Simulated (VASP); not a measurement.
Here is a VASP 6.6.1 calculation.

The input INCAR:

```
PREC = Accurate
ENCUT = 520
EDIFF = 1E-6
ISMEAR = -1
SIGMA = 0.1
LREAL = F
LASPH = T
NELM = 60
ALGO = Normal
ISIF = 2
LWAVE = F
LCHARG = F
NBANDS = 21
```

KPOINTS

```
Automatic mesh
0
Gamma
  8 8 5
```

Contents of POSCAR:

```
TiH
1.0
    2.9474900000      0.0000000000      0.0000000000
    0.0000000000      2.9474900000      0.0000000000
    0.0000000000      0.0000000000      4.5681400000
Ti H
2 2
Direct
    0.5000000000      0.0000000000      0.5000000000
    0.0000000000      0.5000000000      0.0000000000
    0.0000000000      0.0000000000      0.2500000000
    0.0000000000      0.0000000000      0.7500000000
```

Potentials or basis: VASP PAW LDA potentials, release 64 (Ti_sv, H).

The run is started by

```bash
$ cat potpaw_LDA.64/Ti_sv/POTCAR potpaw_LDA.64/H/POTCAR > POTCAR
$ mpirun -np 1 vasp_std > vasp.out
```

Question: What does it give for the band gap on the k mesh?

Answer: Zero (bands 13 and 14 overlap by 0.40 eV).

Question: Predict the pressure.

Answer: -6.5 GPa.

Stress tensor (GPa, compression positive):
```
-6.80  0.00  0.00
 0.00 -6.80  0.00
 0.00  0.00 -5.77
```

Caveat: the cell stands under tension.
